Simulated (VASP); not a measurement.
# Al (Fm-3m) in VASP: a series of runs, part 2 of 2

VASP 6.6.1. Earlier steps stand in the parts before.

## (4) Single point, pbesol exchange, pbe correlation

This run uses another cell than the first one, of 16.60 Å³/atom.

INCAR reads:

```
SYSTEM = Al
PREC = Accurate
ENCUT = 500
EDIFF = 1E-6
ISMEAR = 0
SIGMA = 0.1
LREAL = .False.
LASPH = .True.
NELM = 120
ALGO = Normal
ISIF = 2
LWAVE = .False.
LCHARG = .False.
GGA = LIBXC
LIBXC1 = GGA_X_PBE_SOL
LIBXC2 = GGA_C_PBE
NBANDS = 8
GGA_COMPAT = .False.
```

KPOINTS reads:

```
regular mesh
0
Gamma
  11 11 11
  0 0 0
```

POSCAR reads:

```
Al
1.0
    0.0000000000      2.0248050000      2.0248050000
    2.0248050000      0.0000000000      2.0248050000
    2.0248050000      2.0248050000      0.0000000000
Al
1
Direct
    0.0000000000      0.0000000000      0.0000000000
```

The run is started by

```sh
$ cat potpaw_PBE.64/Al/POTCAR > POTCAR
$ mpirun -np 1 vasp_std > vasp.out
```

It took 2.8 s on 1 thread of Intel Xeon 6975P-C (Granite Rapids), shared host; peak memory 0.13 GiB.

It converged, with:

* Free energy: -4.3078 eV
* Pressure: -2.5 GPa
* Band gap on the k mesh: zero (an odd number of electrons rules out a gap without spin polarisation)

Levels at points of the mesh, in eV from the Fermi level:
| k point | band 1 | band 2 | band 3 | band 4 |
| --- | --- | --- | --- | --- |
| (0.00, 0.00, 0.00) | -11.10 | 12.57 | 12.57 | 12.57 |

Caveat: the PAW data sets were made with another functional, which shifts forces and pressure a little.

## (5) Single point, r2SCAN0

This run uses another cell than the first one, of 17.93 Å³/atom.

POSCAR reads:

```
Al
1.0
    0.0000000000      2.0774207100      2.0774207100
    2.0774207100      0.0000000000      2.0774207100
    2.0774207100      2.0774207100      0.0000000000
Al
1
Direct
    0.0000000000      0.0000000000      0.0000000000
```

INCAR.step1 reads:

```
SYSTEM = Al
PREC     = Accurate       ! precision mode
ENCUT    = 440            ! plane-wave cutoff, eV
EDIFF    = 1E-5           ! SCF threshold, eV
ISMEAR   = 1              ! smearing method
SIGMA    = 0.05           ! smearing width, eV
LREAL    = .False.        ! projectors in reciprocal space
LASPH    = .True.         ! aspherical terms in the spheres
NELM     = 120            ! most SCF steps
ALGO     = Normal         ! electronic algorithm
ISIF     = 2              ! what is computed and relaxed
LWAVE    = .True.         ! write WAVECAR
LCHARG   = .False.        ! write CHGCAR
GGA      = PE             ! functional
NBANDS   = 8              ! bands
GGA_COMPAT= .False.
```

INCAR.step2 reads:

```
SYSTEM = Al
PREC     = Accurate       ! precision mode
ENCUT    = 440            ! plane-wave cutoff, eV
EDIFF    = 1E-6           ! SCF threshold, eV
ISMEAR   = 1              ! smearing method
SIGMA    = 0.05           ! smearing width, eV
LREAL    = .False.        ! projectors in reciprocal space
LASPH    = .True.         ! aspherical terms in the spheres
NELM     = 120            ! most SCF steps
ALGO     = Normal         ! electronic algorithm
ISIF     = 2              ! what is computed and relaxed
LWAVE    = .False.        ! write WAVECAR
LCHARG   = .False.        ! write CHGCAR
METAGGA  = R2SCAN         ! meta-GGA
LHFCALC  = .True.         ! exact exchange
AEXX     = 0.25           ! exact-exchange fraction
LMIXTAU  = .True.       
PRECFOCK = Normal       
ISTART   = 1            
NBANDS   = 8              ! bands
GGA_COMPAT= .False.
```

KPOINTS reads:

```
Automatic mesh
0
Gamma
  5 5 5
  0 0 0
```

Potentials or basis: VASP PAW PBE potentials, release 64 (Al).

The run is started by

```sh
$ cat potpaw_PBE.64/Al/POTCAR > POTCAR
$ cp INCAR.step1 INCAR
$ mpirun -np 1 vasp_std > vasp.out
$ cp INCAR.step2 INCAR
$ mpirun -np 1 vasp_std > vasp.out
```

OUTCAR:

```text
SYSTEM = Al
   PREC = Accurate
   ENCUT = 440
   EDIFF = 1E-6
   ISMEAR = 1
   LREAL = .False.
   LASPH = .True.
   NELM = 120
   ISIF = 2
   METAGGA = R2SCAN
   LHFCALC = .True.
   AEXX = 0.25
   PRECFOCK = Normal
   ISTART = 1

 ion  position               nearest neighbor table
   1  0.000  0.000  0.000-

  LATTYP: Found a face centered cubic cell.
 ALAT       =     4.1548414200

  Lattice vectors:

 A1 = (   0.0000000000,   2.0774207100,   2.0774207100)
 A2 = (   2.0774207100,   0.0000000000,   2.0774207100)
 A3 = (   2.0774207100,   2.0774207100,   0.0000000000)

Analysis of symmetry for initial positions (statically):
=====================================================================
 Subroutine PRICEL returns:
 Original cell was already a primitive cell.

 Routine SETGRP: Setting up the symmetry group for a
 face centered cubic supercell.

 Subroutine GETGRP returns: Found 48 space group operations
 (whereof 48 operations were pure point group operations)
 out of a pool of 48 trial point group operations.

The static configuration has the point symmetry O_h .

Analysis of symmetry for dynamics (positions and initial velocities):
[... 153 lines left out ...]
 cond. band min:       7.8306444346   @ k =  -0.4000   0.4000   0.2000
 fundamental gap:      0.9355651678
 Fermi energy:         7.8164961532

 k-point     1 :       0.0000    0.0000    0.0000
  band No.  band energies     occupation
      1      -5.7778      2.00000
      2      21.1966      0.00000
      3      21.1966      0.00000
      4      21.1966      0.00000
      5      22.2671      0.00000
      6      22.2671      0.00000
      7      22.2671      0.00000
      8      24.8740      0.00000
[... 89 lines left out ...]
 k-point    10 :      -0.4000    0.4000    0.2000
  band No.  band energies     occupation
      1       2.1642      2.00000
      2       7.8306      0.54167
      3       9.5050      0.00000
      4      10.8163      0.00000
      5      22.2057      0.00000
      6      23.4027      0.00000
      7      24.8783      0.00000
      8      30.5728      0.00000

------------------------ aborting loop because EDIFF is reached ----------------------------------------

  FORCE on cell =-STRESS in cart. coord.  units (eV):
  Direction    XX          YY          ZZ          XY          YZ          ZX
  --------------------------------------------------------------------------------------
  -------------------------------------------------------------------------------------
  Total       -0.7568481     -0.7568481     -0.7568481      0.0000000      0.0000000      0.0000000
  in kB      -67.6263452    -67.6263452    -67.6263452      0.0000000      0.0000000      0.0000000
  external PRESSURE =     -67.6263452 kB  Pullay stress =       0.0000000 kB

 VOLUME and BASIS-vectors are now :
 -----------------------------------------------------------------------------
  energy-cutoff  :      440.00
  volume of cell :       17.93
      direct lattice vectors                 reciprocal lattice vectors
     0.000000000  2.077420710  2.077420710    -0.240683073  0.240683073  0.240683073
     2.077420710  0.000000000  2.077420710     0.240683073 -0.240683073  0.240683073
     2.077420710  2.077420710  0.000000000     0.240683073  0.240683073 -0.240683073

 POSITION                                       TOTAL-FORCE (eV/Angst)
 -----------------------------------------------------------------------------------
      0.00000      0.00000      0.00000         0.000000      0.000000      0.000000
 -----------------------------------------------------------------------------------
    total drift:                               -0.000000      0.000000     -0.000000

  FREE ENERGIE OF THE ION-ELECTRON SYSTEM (eV)
  ---------------------------------------------------
  free  energy   TOTEN  =        -6.5747671610 eV

  energy  without entropy=       -6.5726677383  energy(sigma->0) =       -6.57406735
```

OSZICAR.step1:

```text
N       E                     dE             d eps       ncg     rms          rms(c)
DAV:   1    -0.184456201020E+01   -0.18446E+01   -0.68650E+02   160   0.167E+02
DAV:   2    -0.367888567777E+01   -0.18343E+01   -0.17569E+01   240   0.184E+01
DAV:   3    -0.369026514941E+01   -0.11379E-01   -0.11379E-01   168   0.179E+00
DAV:   4    -0.369030798341E+01   -0.42834E-04   -0.42835E-04   264   0.113E-01
DAV:   5    -0.369030801798E+01   -0.34571E-07   -0.33898E-07   184   0.197E-03    0.114E+00
DAV:   6    -0.367841678287E+01    0.11891E-01   -0.18778E-03   224   0.207E-01    0.666E-01
DAV:   7    -0.366978685656E+01    0.86299E-02   -0.55657E-03   184   0.336E-01    0.133E-01
DAV:   8    -0.366977969960E+01    0.71570E-05   -0.14685E-05   240   0.266E-02
   1 F= -.36697797E+01 E0= -.36690799E+01  d E =-.209942E-02
```

Wall time 15 s (1 thread of Intel Xeon 6975P-C (Granite Rapids), shared host); peak memory 0.12 GiB.

What came out:

| Property | Result |
| --- | --- |
| Free energy | -6.5748 eV |
| Pressure | -6.8 GPa |
| Band gap on the k mesh | zero (an odd number of electrons rules out a gap without spin polarisation) |

Caveat: the k points lie up to 0.52 Å⁻¹ apart, too coarse for converged energies and pressures of a metal; the PAW data sets were made with another functional, which shifts forces and pressure a little.

## (6) Single point, revpbe exchange, lda correlation, collinear spin

This run uses another cell than the first one, of 14.61 Å³/atom.

INCAR reads:

```
SYSTEM = Al
PREC = Accurate
ENCUT = 500
EDIFF = 1E-6
ISMEAR = 0
SIGMA = 0.001
LREAL = .FALSE.
LASPH = .TRUE.
NELM = 200
ALGO = Normal
ISIF = 2
LWAVE = .FALSE.
LCHARG = .FALSE.
ISPIN = 2
MAGMOM = 0.5
LORBIT = 11
GGA = LIBXC
LIBXC1 = GGA_X_PBE_R
LIBXC2 = LDA_C_PW
NBANDS = 12
GGA_COMPAT = .FALSE.
```

KPOINTS reads:

```
regular mesh
0
G
  11 11 11
  0 0 0
```

POSCAR reads:

```
Al
1.0
    0.0000000000      1.9403381767      1.9403381767
    1.9403381767      0.0000000000      1.9403381767
    1.9403381767      1.9403381767      0.0000000000
Al
1
Direct
    0.0000000000      0.0000000000      0.0000000000
```

Potentials or basis: VASP PAW PBE potentials, release 64 (Al).

The run is started by

```sh
$ cat potpaw_PBE.64/Al/POTCAR > POTCAR
$ mpirun -np 1 vasp_std > vasp.out
```

Run time: 6.4 s. Hardware: 1 thread of Intel Xeon 6975P-C (Granite Rapids), shared host; peak memory 0.13 GiB.

It converged, with:

* Free energy: -2.2689 eV
* Pressure: 17.4 GPa
* Net moment: 0.01 μB per cell
* Valence electrons inside the program's atomic spheres: Al 0.82

Levels at points of the mesh, in eV from the Fermi level:
Spin up:
| k point | band 1 | band 2 | band 3 | band 4 | band 5 | band 6 |
| --- | --- | --- | --- | --- | --- | --- |
| (0.00, 0.00, 0.00) | -12.01 | 13.26 | 13.26 | 13.26 | 15.73 | 15.73 |
Spin down:
```tsv
k point	band 1	band 2	band 3	band 4	band 5
(0.00, 0.00, 0.00)	-12.00	13.27	13.27	13.27	15.75
```

Caveat: the cell stands under pressure; the PAW data sets were made with another functional, which shifts forces and pressure a little.

## (7) Summary

```csv
level,spin,cell,k mesh,cutoff (eV),smearing,grid for exact exchange (PRECFOCK),share of exact exchange,gap on the mesh (eV),pressure (GPa)
"b88 exchange, pbe correlation",off,"a = 2.901 Å, angles 60.0°, 1 atom",11 × 11 × 11,500,fermi-dirac 0.05 eV,-,-,none,-2.7
"b88 exchange, pbe correlation",off,"a = 2.920 Å, angles 60.0°, 1 atom",11 × 11 × 11,500,fermi-dirac 0.05 eV,-,-,none,-3.9
"pbesol exchange, pbe correlation",off,"a = 2.864 Å, angles 60.0°, 1 atom",11 × 11 × 11,500,gaussian 0.1 eV,-,-,none,-2.5
r2SCAN0,off,"a = 2.938 Å, angles 60.0°, 1 atom",5 × 5 × 5,440,methfessel-paxton 0.05 eV,Normal,0.25,none,-6.8
"revpbe exchange, lda correlation",collinear,"a = 2.744 Å, angles 60.0°, 1 atom",11 × 11 × 11,500,gaussian 0.001 eV,-,-,none,17.4
```

Alike in all rows: task single point; potentials or basis VASP PAW PBE potentials, release 64 (Al).

Caveats: some runs use coarse meshes; the PAW data sets were made with another functional, which shifts forces and pressure a little; the cell stands under tension (at least some runs); the cell stands under pressure (at least some runs).

Absolute energies hang on the potentials; compare differences alone.
